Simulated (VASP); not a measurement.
# MnO (F-43m) in VASP: a series of runs

Runs on MnO. Level: PBE. Tasks: single point.

All numbers are computed with VASP 6.6.1; they aren't measurements. Logs are shortened: lines on timing, memory, paths and dates and some standing lists are left out, and cuts for length are marked.

### Step 1. The cell of the first run

The structure is cubic, space group F-43m (No. 216). Conventional cell: a = 4.774 Å, b = 4.774 Å, c = 4.774 Å, α = 90.00°, β = 90.00°, γ = 90.00°. Within 2.7 Å of Mn (site symmetry -43m) lie 4 O at 2.07 Å. Within 2.7 Å of O (site symmetry -43m) lie 4 Mn at 2.07 Å.

### Step 2. Single point, PBE, collinear spin, ferromagnetic start

Contents of INCAR:

```
SYSTEM = MnO
PREC = Accurate
ENCUT = 520
EDIFF = 1E-6
ISMEAR = -1
SIGMA = 0.05
LREAL = .FALSE.
LASPH = .TRUE.
NELM = 150
ALGO = Normal
ISIF = 2
LWAVE = .FALSE.
LCHARG = .FALSE.
ISPIN = 2
MAGMOM = 4 0
LORBIT = 11
LMAXMIX = 4
GGA = PE
NBANDS = 20
```

Contents of KPOINTS:

```
Automatic mesh
0
G
  9 9 9
  0 0 0
```

Contents of POSCAR:

```
MnO
1.0
    0.0000000000      2.3867747097      2.3867747097
    2.3867747097      0.0000000000      2.3867747097
    2.3867747097      2.3867747097      0.0000000000
Mn O
1 1
Direct
    0.0000000000      0.0000000000      0.0000000000
    0.2500000000      0.2500000000      0.2500000000
```

Potentials or basis: VASP PAW PBE potentials, release 64 (Mn_pv, O).

Command:

```console
cat potpaw_PBE.64/Mn_pv/POTCAR potpaw_PBE.64/O/POTCAR > POTCAR
mpirun -np 1 vasp_std > vasp.out
```

OUTCAR:

```text
SYSTEM = MnO
   PREC = Accurate
   ENCUT = 520
   EDIFF = 1E-6
   ISMEAR = -1
   LREAL = .FALSE.
   LASPH = .TRUE.
   NELM = 150
   ISIF = 2
   ISPIN = 2
   LORBIT = 11
   GGA = PE

 ion  position               nearest neighbor table
   1  0.000  0.000  0.000-   2 2.07   2 2.07   2 2.07   2 2.07
   2  0.250  0.250  0.250-   1 2.07   1 2.07   1 2.07   1 2.07

  LATTYP: Found a face centered cubic cell.
 ALAT       =     4.7735494194

  Lattice vectors:

 A1 = (   0.0000000000,   2.3867747097,   2.3867747097)
 A2 = (   2.3867747097,   0.0000000000,   2.3867747097)
 A3 = (   2.3867747097,   2.3867747097,   0.0000000000)

Analysis of symmetry for initial positions (statically):
=====================================================================
 Subroutine PRICEL returns:
 Original cell was already a primitive cell.

 Routine SETGRP: Setting up the symmetry group for a
 face centered cubic supercell.

 Subroutine GETGRP returns: Found 24 space group operations
 (whereof 24 operations were pure point group operations)
 out of a pool of 48 trial point group operations.

The static configuration has the point symmetry T_d .

Analysis of symmetry for dynamics (positions and initial velocities):
=====================================================================
 Subroutine PRICEL returns:
 Original cell was already a primitive cell.

 Routine SETGRP: Setting up the symmetry group for a
 face centered cubic supercell.

 Subroutine GETGRP returns: Found 24 space group operations
 (whereof 24 operations were pure point group operations)
 out of a pool of 48 trial point group operations.

The dynamic configuration has the point symmetry T_d .

Analysis of structural, dynamic, and magnetic symmetry:
=====================================================================
 Subroutine PRICEL returns:
 Original cell was already a primitive cell.

 Routine SETGRP: Setting up the symmetry group for a
 face centered cubic supercell.

 Subroutine GETGRP returns: Found 24 space group operations
 (whereof 24 operations were pure point group operations)
 out of a pool of 48 trial point group operations.

The overall configuration has the point symmetry T_d .

 Subroutine INISYM returns: Found 24 space group operations
 (whereof 24 operations are pure point group operations),
 and found     1 'primitive' translations

----------------------------------------------------------------------------------------

                                     Primitive cell

  volume of cell :      27.1934

  direct lattice vectors                    reciprocal lattice vectors
     0.000000000  2.386774710  2.386774710    -0.209487723  0.209487723  0.209487723
     2.386774710  0.000000000  2.386774710     0.209487723 -0.209487723  0.209487723
     2.386774710  2.386774710  0.000000000     0.209487723  0.209487723 -0.209487723

  length of vectors
     3.375409165  3.375409165  3.375409165     0.362843380  0.362843380  0.362843380

  position of ions in fractional coordinates (direct lattice)
     0.000000000  0.000000000  0.000000000
     0.250000000  0.250000000  0.250000000

  ion indices of the primitive-cell ions
   primitive index   ion index
                 1           1
                 2           2

----------------------------------------------------------------------------------------

 KPOINTS: Automatic mesh

Automatic generation of k-mesh.
 Grid dimensions read from file:
 generate k-points for:    9    9    9

 Generating k-lattice:

  Cartesian coordinates                     Fractional coordinates (reciprocal lattice)
    -0.023276414  0.023276414  0.023276414     0.111111111  0.000000000  0.000000000
     0.023276414 -0.023276414  0.023276414     0.000000000  0.111111111  0.000000000
     0.023276414  0.023276414 -0.023276414     0.000000000  0.000000000  0.111111111

  Length of vectors
     0.040315931  0.040315931  0.040315931

  Shift w.r.t. Gamma in fractional coordinates (k-lattice)
     0.000000000  0.000000000  0.000000000

 Subroutine IBZKPT returns following result:
 ===========================================

 Found     35 irreducible k-points:

 Following reciprocal coordinates:
            Coordinates               Weight
  0.000000  0.000000  0.000000      1.000000
  0.111111  0.000000  0.000000      8.000000
  0.222222  0.000000  0.000000      8.000000
  0.333333  0.000000  0.000000      8.000000
  0.444444  0.000000  0.000000      8.000000
  0.111111  0.111111  0.000000      6.000000
[... 16 lines left out ...]
 -0.333333  0.333333  0.000000     12.000000
  0.444444  0.444444  0.000000      6.000000
 [... further k-points ...]
   k-points           NKPTS =     35   k-points in BZ     NKDIM =     35   number of bands    NBANDS=     20
   number of dos      NEDOS =    301   number of ions     NIONS =      2
   total plane-waves  NPLWV =  21952
   dimension x,y,z NGX =    28 NGY =   28 NGZ =   28
   dimension x,y,z NGXF=    56 NGYF=   56 NGZF=   56
   ions per type =               1   1
   NGX,Y,Z   is equivalent  to a cutoff of  13.79, 13.79, 13.79 a.u.
   NGXF,Y,Z  is equivalent  to a cutoff of  27.58, 27.58, 27.58 a.u.
 SYSTEM =  MnO
   PREC   = accura    normal or accurate (medium, high low for compatibility)
   ISTART =      0    job   : 0-new  1-cont  2-samecut
   ICHARG =      2    charge: 1-file 2-atom 10-const
   ISPIN  =      2    spin polarized calculation?
   LNONCOLLINEAR =      F non collinear calculations
   LSORBIT =      F    spin-orbit coupling
   LASPH  =      T    aspherical Exc in radial PAW
   ENCUT  =  520.0 eV  38.22 Ry    6.18 a.u.   6.28  6.28  6.28*2*pi/ulx,y,z
   NELM   =    150;   NELMIN=  2; NELMDL= -5     # of ELM steps
   EDIFF  = 0.1E-05   stopping-criterion for ELM
   LREAL  =      F    real-space projection
   EDIFFG = 0.1E-04   stopping-criterion for IOM
   NSW    =      0    number of steps for IOM
   IBRION =     -1    ionic relax: 0-MD 1-quasi-New 2-CG
   NFREE  =      0    steps in history (QN), initial steepest desc. (CG)
   ISIF   =      2    stress and relaxation
   ISYM   =      2    0-nonsym 1-usesym 2-fastsym
   POTIM  = 0.5000    time-step for ionic-motion
   TEBEG  =    0.0;   TEEND  =   0.0 temperature during run
   PSTRESS=    0.0 pullay stress
   NELECT =      19.0000    total number of electrons
   NUPDOWN=      -1.0000    fix difference up-down
   EMIN   =  10.00;   EMAX   =-10.00  energy-range for DOS
   EFERMI =   0.00;   METHOD = LEGACY
   ISMEAR =    -1;   SIGMA  =   0.05  broadening in eV -4-tet -1-fermi 0-gaus
   EFERMI_NEDOS =   21; number of points for ismear=-14 and -15
   IALGO  =     38    algorithm
   IMIX   =      4    mixing-type and parameters
     AMIX     =   0.40;   BMIX     =  1.00
     AMIX_MAG =   1.60;   BMIX_MAG =  1.00
  volume/ion in A,a.u.               =      13.60        91.76
  Fermi-wavevector in a.u.,A,eV,Ry     =   1.452684  2.745175 28.712265  2.110292
  Thomas-Fermi vector in A             =   2.570038
   LORBIT       =     11    0 simple, 1 ext, 2 COOP (PROOUT), +10 PAW based schemes
   GGA     = PE    functional components
   LHFCALC =     F    Hartree Fock is set to
   AEXX    =    0.0000 exact exchange contribution
   IVDW    =     0    specifies the selected vdW correction
   LEPSILON=     F    determine dielectric tensor
   LRPA    =     F    only Hartree local field effects (RPA)
 spin polarized calculation
  energy-cutoff  :      520.00
  volume of cell :       27.19
 maximum number of plane-waves:       751
 NGX is ok and might be reduce to    28
   NGX = 13   NGY = 13   NGZ = 13

 number of electron      19.0000000 magnetization       4.9899013

 Free energy of the ion-electron system (eV)
  ---------------------------------------------------
  ext. energy  EPLUGINS =         0.00000000
  ---------------------------------------------------
  free energy    TOTEN  =       -16.41048223 eV

  energy without entropy =      -16.40750200  energy(sigma->0) =      -16.40899212

 E-fermi :   5.5200     XC(G=0): -10.4594

 val. band max:        5.5027457698   @ k =   0.1111   0.0000   0.0000
 cond. band min:       5.5495195959   @ k =   0.0000   0.0000   0.0000
 fundamental gap:      0.0467738261
 Fermi energy:         5.5199901166

 spin component 1

 k-point     1 :       0.0000    0.0000    0.0000
  band No.  band energies     occupation
      1     -44.9992      1.00000
      2     -44.9992      1.00000
      3     -44.9992      1.00000
      4     -14.2071      1.00000
      5      -0.5657      1.00000
      6      -0.5657      1.00000
[... 12 lines left out ...]
     19      22.5915      0.00000
     20      22.6434      0.00000

 k-point     2 :       0.1111    0.0000    0.0000
  band No.  band energies     occupation
      1     -45.0026      1.00000
      2     -44.9997      1.00000
      3     -44.9997      1.00000
      4     -14.1540      1.00000
      5      -0.7568      1.00000
      6      -0.5217      1.00000
[... 498 lines left out ...]
 k-point    24 :       0.4444    0.4444    0.0000
  band No.  band energies     occupation
      1     -45.0274      1.00000
      2     -45.0098      1.00000
      3     -45.0098      1.00000
      4     -13.6304      1.00000
      5      -1.5383      1.00000
      6       0.2580      1.00000
[... 12 lines left out ...]
     19      26.9568      0.00000
     20      30.3299      0.00000

 [... further k-points ...]

 spin component 2

 k-point     1 :       0.0000    0.0000    0.0000
  band No.  band energies     occupation
      1     -40.2636      1.00000
      2     -40.2636      1.00000
      3     -40.2636      1.00000
      4     -13.7619      1.00000
      5       0.7523      1.00000
      6       0.7523      1.00000
[... 12 lines left out ...]
     19      24.2686      0.00000
     20      24.2686      0.00000

 k-point     2 :       0.1111    0.0000    0.0000
  band No.  band energies     occupation
      1     -40.2682      1.00000
      2     -40.2643      1.00000
      3     -40.2643      1.00000
      4     -13.7104      1.00000
      5       0.4942      1.00000
      6       0.7774      1.00000
[... 498 lines left out ...]
 k-point    24 :       0.4444    0.4444    0.0000
  band No.  band energies     occupation
      1     -40.3020      1.00000
      2     -40.2776      1.00000
      3     -40.2776      1.00000
      4     -13.1985      1.00000
      5      -0.5807      1.00000
      6       1.0423      1.00000
[... 12 lines left out ...]
     19      27.5648      0.00000
     20      31.2452      0.00000

 [... further k-points ...]
[... 5 lines left out ...]
  --------------------------------------------------------------------------------------
  -------------------------------------------------------------------------------------
  Total        0.3951969      0.3951969      0.3951969     -0.0000000     -0.0000000     -0.0000000
  in kB       23.2841183     23.2841183     23.2841183     -0.0000000     -0.0000000     -0.0000000
  external PRESSURE =      23.2841183 kB  Pullay stress =       0.0000000 kB

 VOLUME and BASIS-vectors are now :
 -----------------------------------------------------------------------------
  energy-cutoff  :      520.00
  volume of cell :       27.19
      direct lattice vectors                 reciprocal lattice vectors
     0.000000000  2.386774710  2.386774710    -0.209487723  0.209487723  0.209487723
     2.386774710  0.000000000  2.386774710     0.209487723 -0.209487723  0.209487723
     2.386774710  2.386774710  0.000000000     0.209487723  0.209487723 -0.209487723

 POSITION                                       TOTAL-FORCE (eV/Angst)
 -----------------------------------------------------------------------------------
      0.00000      0.00000      0.00000        -0.000000     -0.000000     -0.000000
      1.19339      1.19339      1.19339         0.000000      0.000000      0.000000
 -----------------------------------------------------------------------------------
    total drift:                                0.000000      0.000000     -0.000000

  FREE ENERGIE OF THE ION-ELECTRON SYSTEM (eV)
  ---------------------------------------------------
  free  energy   TOTEN  =       -16.4104822305 eV

  energy  without entropy=      -16.4075020045  energy(sigma->0) =      -16.40899212

 total charge

# of ion       s       p       d       tot
------------------------------------------
    1        0.235   6.218   4.940  11.393
    2        1.555   3.448   0.000   5.003
--------------------------------------------------
tot          1.789   9.666   4.940  16.395

 magnetization (x)

# of ion       s       p       d       tot
------------------------------------------
    1        0.036   0.059   4.320   4.415
    2        0.019   0.177   0.000   0.196
--------------------------------------------------
tot          0.055   0.236   4.320   4.611
```

Run time: 76 s. Hardware: 1 thread of AMD EPYC 7R43 (Zen 3), shared host; peak memory 0.14 GiB.

Results:

```yaml
Free_energy: -16.4105 eV
Pressure: 2.3 GPa
Band_gap_on_the_k_mesh: zero (filled and empty bands overlap)
Net_moment: 4.99 μB per cell
Site_moments: Mn +4.42; O +0.20 μB
Valence_electrons_inside_the_program's_atomic_spheres: Mn 11.39; O 5.00
```

Caveat: a cell with one magnetic atom can't hold antiferromagnetic order, which such compounds often take; semilocal functionals often make such compounds metallic where correlation or magnetic order opens a gap, which also shifts bond lengths. With open d or f shells a metallic result of PBE can be an artefact of self-interaction; +U or a hybrid may open a gap.

### Step 3. Single point, PBE, collinear spin, ferromagnetic start

This run uses another cell than the first one, of 13.89 Å³/atom, 1.021 times its volume.

Contents of INCAR:

```
SYSTEM = MnO
PREC = Accurate
ENCUT = 520
EDIFF = 1E-6
ISMEAR = -1
SIGMA = 0.05
LREAL = .False.
LASPH = .True.
NELM = 150
ALGO = Normal
ISIF = 2
LWAVE = .False.
LCHARG = .True.
ISPIN = 2
MAGMOM = 4 0
LORBIT = 11
LMAXMIX = 4
GGA = PE
LELF = .True.
LVHAR = .True.
NBANDS = 20
```

Contents of KPOINTS:

```
Automatic mesh
0
Gamma
  9 9 9
  0 0 0
```

Contents of POSCAR:

```
MnO
1.0
    0.0000000000      2.4035835361      2.4035835361
    2.4035835361      0.0000000000      2.4035835361
    2.4035835361      2.4035835361      0.0000000000
Mn O
1 1
Direct
    0.0000000000      0.0000000000      0.0000000000
    0.2500000000      0.2500000000      0.2500000000
```

Potentials or basis: VASP PAW PBE potentials, release 64 (Mn_pv, O).

Command:

```console
cat potpaw_PBE.64/Mn_pv/POTCAR potpaw_PBE.64/O/POTCAR > POTCAR
mpirun -np 1 vasp_std > vasp.out
```

It took 73 s on 1 thread of AMD EPYC 7R43 (Zen 3), shared host; peak memory 0.15 GiB.

The run converged. Its results:

| Item | Value |
| --- | --- |
| Free energy | -16.4150 eV |
| Pressure | -0.2 GPa |
| Band gap on the k mesh | zero (filled and empty bands overlap) |
| Net moment | 5.00 μB per cell |
| Site moments | Mn +4.43; O +0.19 μB |
| Valence electrons inside the program's atomic spheres | Mn 11.37; O 4.99 |

Levels at points of the mesh, in eV from the Fermi level:
Spin up:
| k point | band 9 | band 10 | band 11 | band 12 | band 13 | band 14 | band 15 | band 16 |
| --- | --- | --- | --- | --- | --- | --- | --- | --- |
| (0.00, 0.00, 0.00) | -2.78 | -1.45 | 0.01 | 0.01 | 0.01 | 11.96 | 11.96 | 11.96 |
Spin down:
| k point | band 3 | band 4 | band 5 | band 6 | band 7 | band 8 | band 9 | band 10 | band 11 | band 12 |
| --- | --- | --- | --- | --- | --- | --- | --- | --- | --- | --- |
| (0.00, 0.00, 0.00) | -45.74 | -19.11 | -4.61 | -4.61 | -4.61 | -0.03 | 1.54 | 1.54 | 3.38 | 3.38 |

Caveat: a cell with one magnetic atom can't hold antiferromagnetic order, which such compounds often take; semilocal functionals often make such compounds metallic where correlation or magnetic order opens a gap, which also shifts bond lengths. With open d or f shells a metallic result of PBE can be an artefact of self-interaction; +U or a hybrid may open a gap.

### Step 4. Single point, PBE, collinear spin, ferromagnetic start

This run uses another cell than the first one, of 14.18 Å³/atom, 1.043 times its volume.

Contents of INCAR:

```
SYSTEM = MnO
ALGO = Normal ; EDIFF = 1E-6
ENCUT = 520 ; GGA = PE
ISIF = 2 ; ISMEAR = -1
ISPIN = 2 ; LASPH = .True.
LCHARG = .False. ; LMAXMIX = 4
LORBIT = 11 ; LREAL = .False.
LWAVE = .False. ; MAGMOM = 4 0
NBANDS = 20 ; NELM = 150
PREC = Accurate ; SIGMA = 0.05
```

Contents of KPOINTS:

```
k-points
0
Gamma
  9 9 9
  0 0 0
```

Contents of POSCAR:

```
MnO
1.0
    0.0000000000      2.4201604981      2.4201604981
    2.4201604981      0.0000000000      2.4201604981
    2.4201604981      2.4201604981      0.0000000000
Mn O
1 1
Direct
    0.0000000000      0.0000000000      0.0000000000
    0.2500000000      0.2500000000      0.2500000000
```

Command:

```console
cat potpaw_PBE.64/Mn_pv/POTCAR potpaw_PBE.64/O/POTCAR > POTCAR
mpirun -np 1 vasp_std > vasp.out
```

Run time: 69 s. Hardware: 1 thread of AMD EPYC 7R43 (Zen 3), shared host; peak memory 0.15 GiB.

It converged, with:

```yaml
Free_energy: -16.4109 eV
Pressure: -2.5 GPa
Band_gap_on_the_k_mesh: zero (filled and empty bands overlap)
Net_moment: 5.00 μB per cell
Site_moments: Mn +4.43; O +0.19 μB
Valence_electrons_inside_the_program's_atomic_spheres: Mn 11.35; O 4.98
```

Levels at points of the mesh, in eV from the Fermi level:
Spin up:
```csv
k point,band 9,band 10,band 11,band 12,band 13,band 14,band 15,band 16
"(0.00, 0.00, 0.00)",-2.73,-1.41,0.00,0.00,0.00,11.86,11.86,11.86
```
Spin down:
| k point | band 5 | band 6 | band 7 | band 8 | band 9 | band 10 |
| --- | --- | --- | --- | --- | --- | --- |
| (0.00, 0.00, 0.00) | -4.46 | -4.46 | -4.46 | 0.00 | 1.59 | 1.59 |

Caveat: a cell with one magnetic atom can't hold antiferromagnetic order, which such compounds often take; semilocal functionals often make such compounds metallic where correlation or magnetic order opens a gap, which also shifts bond lengths. With open d or f shells a metallic result of PBE can be an artefact of self-interaction; +U or a hybrid may open a gap.

### Step 5. The runs side by side

```tsv
cell	gap on the mesh (eV)	pressure (GPa)	moment (μB)
a = 3.375 Å, angles 60.0°, 2 atoms	none	2.3	4.99
a = 3.399 Å, angles 60.0°, 2 atoms	none	-0.2	5.00
a = 3.423 Å, angles 60.0°, 2 atoms	none	-2.5	5.00
```

Alike in all rows: task single point; level PBE; potentials or basis VASP PAW PBE potentials, release 64 (Mn_pv, O); spin collinear, ferromagnetic start; k mesh 9 × 9 × 9; cutoff (eV) 520; smearing fermi-dirac 0.05 eV.

Caveats: a cell with one magnetic atom can't hold antiferromagnetic order, which such compounds often take; semilocal functionals often make such compounds metallic where correlation or magnetic order opens a gap, which also shifts bond lengths.

Total energies depend on the potentials used, so only differences within one code and one set of settings carry meaning.
